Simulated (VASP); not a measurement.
# NaH: single point with PBE

Crystal: NaH.

```
Na H
1.0
     2.95512    0.00000    0.00000
     0.00000    2.95512    0.00000
     0.00000    0.00000    2.95512
Na H
1 1
Cartesian
  -0.3000 0.0000 0.0000
  1.4776 1.4776 1.4776
```

This cell differs from its parent crystal: atom 1 (Na) moved by (-0.300, +0.000) A along x and z.

| Quantity | Value |
| --- | --- |
| Program | VASP 6.6.1 |
| Task | single point |
| Functional | PBE |
| Potentials or basis | VASP PAW PBE potentials, release 64 (Na_pv, H) |
| Cutoff | 500 eV |
| k mesh | 10 × 10 × 10 |
| Occupations | gaussian, width 0.05 eV |
| Spin | no spin polarisation |

```yaml
Pressure: 0.9 GPa
Largest_force: 0.126 eV/Å
Band_gap_on_the_k_mesh: 1.07 eV (least direct gap 4.38 eV)
```

Forces in eV/Å, atoms in the order of the input:
```
Na   0.126  0.000  0.000
H   -0.126  0.000  0.000
```

Stress tensor (GPa, compression positive):
```
1.10 0.00 0.00
0.00 0.81 0.00
0.00 0.00 0.81
```

Levels at points of the mesh, in eV from the valence-band top:
| k point | band 2 | band 3 | band 4 | band 5 | band 6 | band 7 |
| --- | --- | --- | --- | --- | --- | --- |
| (0.00, 0.00, 0.00) | -24.42 | -24.42 | -5.82 | 8.40 | 10.99 | 11.06 |
| (0.50, 0.00, 0.00) | -24.41 | -24.41 | -3.31 | 1.07 | 11.24 | 14.25 |
| (0.00, 0.50, 0.00) | -24.42 | -24.41 | -3.32 | 1.14 | 10.83 | 14.25 |
| (0.50, 0.50, 0.00) | -24.57 | -24.39 | -1.64 | 4.34 | 4.42 | 6.85 |
| (0.00, 0.50, 0.50) | -24.57 | -24.41 | -1.68 | 4.38 | 4.38 | 6.92 |
| (0.50, 0.50, 0.50) | -24.54 | -24.54 | 0.00 | 7.04 | 7.04 | 7.15 |

Run time: 50 s on 1 thread of Intel Xeon 8259CL (shared host), peak memory 0.12 GiB.

Caveat: the cell differs from its parent crystal (atom 1 (Na) moved by (-0.300, +0.000) A along x and z). A k mesh can miss the band edges.
